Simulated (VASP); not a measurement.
**AlIn2As3: single point with PBE**

AlIn2As3:

```
Al In As
1.0
    -2.01211    2.01211    8.53666
     2.01211   -2.01211    8.53666
     2.01211    2.01211   -8.53666
Al In As
1 2 3
Direct
  0.50000 0.50000 0.00000
  0.83333 0.83333 0.00000
  0.16667 0.16667 0.00000
  0.41667 0.91667 0.50000
  0.08333 0.58333 0.50000
  0.75000 0.25000 0.50000
```

| Quantity | Value |
| --- | --- |
| Program | VASP 6.6.1 |
| Task | single point |
| Functional | PBE |
| Potentials or basis | VASP PAW PBE potentials, release 64 (Al, In_d, As) |
| Cutoff | 520 eV |
| k mesh | 6 × 6 × 6 |
| Occupations | gaussian, width 0.1 eV |
| Spin | no spin polarisation |
| Dipole correction | no |
| Further INCAR settings | ALGO = Normal; EDIFF = 1e-07; NBANDS = 31 |

The pressure is 15.1 GPa, the largest force is 1.942 eV/Å and the band gap on the k mesh is 1.12 eV.

Forces on the atoms (eV/Å):
```
Al   0.000  0.000  0.000
In   0.000  0.000  0.086
In   0.000  0.000 -0.086
As   0.000  0.000  1.942
As   0.000  0.000 -1.942
As   0.000  0.000  0.000
```

Stress tensor (GPa, compression positive):
```
15.20  0.00  0.00
 0.00 15.20  0.00
 0.00  0.00 14.98
```

Levels at points of the mesh, in eV from the valence-band top:
```tsv
k point	band 19	band 20	band 21	band 22	band 23	band 24	band 25	band 26
(0.00, 0.00, 0.00)	-2.15	-0.03	0.00	0.00	1.12	1.59	1.82	2.64
(0.50, 0.00, 0.00)	-1.33	-1.14	-1.14	-1.07	1.60	2.80	2.99	4.46
(0.50, 0.50, 0.00)	-3.33	-3.27	-2.73	-2.72	1.25	2.07	2.86	3.25
(0.50, 0.50, 0.50)	-1.17	-1.17	-0.84	-0.84	1.26	2.06	2.82	3.02
```

It took 6.3 min on 1 thread of Intel(R) Xeon(R) 6975P-C (Granite Rapids), with other jobs on the host, peak memory 0.72 GiB.

Caveat: the cell stands under pressure; spin-orbit coupling is left out, which moves the levels of the heavy elements; forces of over 1 eV/Å act on the atoms, so gaps and moduli don't describe the material at rest. A k mesh can miss the band edges.
